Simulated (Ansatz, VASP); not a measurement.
InH2F3 in VASP and in Ansatz

```
In H F
1.0
     3.30271    0.00000    0.00000
    -1.65135    2.86023    0.00000
     0.00000    0.00000    8.43222
In H F
1 2 3
Direct
  0.00000 0.00000 0.00000
  0.33333 0.66667 0.49984
  0.66667 0.33333 0.50016
  0.33333 0.66667 0.14851
  0.66667 0.33333 0.85149
  0.00000 0.00000 0.50000
```

Change from the starting cell: species swapped into the CaMn2Te3 type (P-3m1, No. 164).

Alike in both runs: functional PBE; k mesh 4 × 4 × 2; occupations gaussian, width 0.15 eV; no spin polarisation.

Ansatz relaxed the structure, and its values are those at the end. VASP's run is a single point on that final structure, the one shown.

|  | VASP | Ansatz |
| --- | --- | --- |
| version | VASP 6.6.1 | Ansatz 0.2.0 |
| potentials or method | VASP PAW PBE potentials, release 64 (In_d, H, F), cutoff 600 eV | scalar-relativistic, plane waves, PAW |
| valence electrons in the cell | 36 | 36 |

```csv
,VASP,Ansatz,Ansatz less VASP
gap on the k mesh at the Fermi level (eV),none,none,-
pressure (GPa),-0.1,0.0,+0.10
rms of the force components (eV/Å),0.010,0.004,-0.0060
```

A gap of «none» marks a metal or a gap that the smearing closes. With one functional, cell and mesh, what is left measures potentials, basis and numerics.

The k mesh is coarse, so the values compare programs but aren't converged.
